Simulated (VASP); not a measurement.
A run of VASP 6.6.1:

The input INCAR:

```
SYSTEM = MgO
ALGO = Normal
EDIFF = 1E-6
ENCUT = 520
GGA = PE
ISIF = 2
ISMEAR = 0
LASPH = .TRUE.
LCHARG = .FALSE.
LREAL = .FALSE.
LWAVE = .FALSE.
NBANDS = 26
NELM = 60
PREC = Accurate
SIGMA = 0.05
```

The input KPOINTS:

```
k-points
0
G
  6 6 6
  0 0 0
```

The input POSCAR:

```
MgO
1.0
    4.2538458108      0.0000000000      0.0000000000
    0.0000000000     -4.2538458108      0.0000000000
    0.0000000000      0.0000000000     -4.2538458108
Mg O
4 4
Direct
    0.0498682942      0.0498682942      0.0000000000
    0.5000000000      0.5000000000      0.0000000000
    0.5000000000      0.0000000000      0.5000000000
    0.0000000000      0.5000000000      0.5000000000
    0.5000000000      0.0000000000      0.0000000000
    0.0000000000      0.5000000000      0.0000000000
    0.0000000000      0.0000000000      0.5000000000
    0.5000000000      0.5000000000      0.5000000000
```

Potentials or basis: VASP PAW PBE potentials, release 64 (Mg, O).

Launch:

```console
$ cat potpaw_PBE.64/Mg/POTCAR potpaw_PBE.64/O/POTCAR > POTCAR
$ mpirun -np 1 vasp_std > vasp.out
```

Hardware: 1 thread of Intel Xeon 8259CL, with other jobs on the host.

Question: Estimate the wall time of this run.

Answer: Run time: 110 s on 1 thread of Intel Xeon 8259CL, with other jobs on the host, peak memory 0.22 GiB. Counts: scf iterations 13, k points 52.
